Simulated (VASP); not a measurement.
Write the native input for VASP 6.6.1 that does the following.

| Quantity | Value |
| --- | --- |
| Task | single point |
| Functional | PBEsol |
| Potentials or basis | VASP PAW PBE potentials, release 64 (Al, Sn_d) |
| Cutoff | 520 eV |
| k mesh | 10 × 10 × 11 |
| Occupations | fermi-dirac, width 0.05 eV |
| Spin | no spin polarisation |
| Dipole correction | no |
| Further INCAR settings | ALGO = Normal; EDIFF = 1e-06; NBANDS = 16 |

The structure of AlSn lies in POSCAR:

```
AlSn
1.0
    3.6365632526      0.0000000000      0.0000000000
   -1.8182816263      3.1493561592      0.0000000000
    0.0000000000      0.0000000000      2.8645201868
Al Sn
1 1
Direct
    0.0000000000      0.0000000000      0.0000000000
    0.3333333333      0.6666666667      0.5000000000
```

The input as run:

INCAR

```
SYSTEM = AlSn
  PREC = Accurate
  ENCUT = 520
  EDIFF = 1E-6
  ISMEAR = -1
  SIGMA = 0.05
  LREAL = .False.
  LASPH = .True.
  NELM = 60
  ALGO = Normal
  ISIF = 2
  LWAVE = .False.
  LCHARG = .False.
  GGA = PS
  NBANDS = 16
```

KPOINTS

```
Automatic mesh
0
Gamma
  10 10 11
  0 0 0
```

Potentials or basis: VASP PAW PBE potentials, release 64 (Al, Sn_d).

Launch:

```bash
$ cat potpaw_PBE.64/Al/POTCAR potpaw_PBE.64/Sn_d/POTCAR > POTCAR
$ mpirun -np 1 vasp_std > vasp.out
```

It gave:

```json
{"Pressure": "52.0 GPa", "Band gap on the k mesh": "zero (an odd number of electrons rules out a gap without spin polarisation)"}
```

Caveat: the stress differs along the axes, from 49 to 57 GPa; the PAW data sets were made with another functional, which shifts forces and pressure a little; spin-orbit coupling is left out, which moves the levels of the heavy elements.

Wall time 44 s on 1 thread of AMD EPYC 7R13, with other jobs on the host, peak memory 0.15 GiB.
